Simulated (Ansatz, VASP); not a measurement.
# One calculation of Rh, two programs

```
Rh
1.0
     4.35819    0.00000    0.00000
    -2.17910    3.77431    0.00000
     0.00000    0.00000    2.67539
Rh
3
Direct
  0.00000 0.00000 0.00000
  0.33333 0.66667 0.50000
  0.66667 0.33333 0.50000
```

Alike in both runs: functional revPBE; k mesh 9 × 9 × 12; occupations fermi-dirac, width 0.1 eV; no spin polarisation.

Ansatz relaxed the structure, and its values are those at the end. VASP's run is a single point on that final structure, the one shown.

```csv
,VASP,Ansatz
version,VASP 6.6.1,Ansatz 0.2.0
potentials or method,"VASP PAW PBE potentials, release 64 (Rh_pv), cutoff 520 eV","plane waves (420 eV) with PAW, scalar-relativistic"
valence electrons in the cell,45,51
```

```csv
,VASP,Ansatz,Ansatz less VASP
pressure (GPa),0.1,0.0,-0.08
```

VASP's potentials were made for PBE, not for revPBE. VASP's potentials hold 45 valence electrons a cell and Ansatz's 51, so a difference there can come from the potentials and not from the codes.
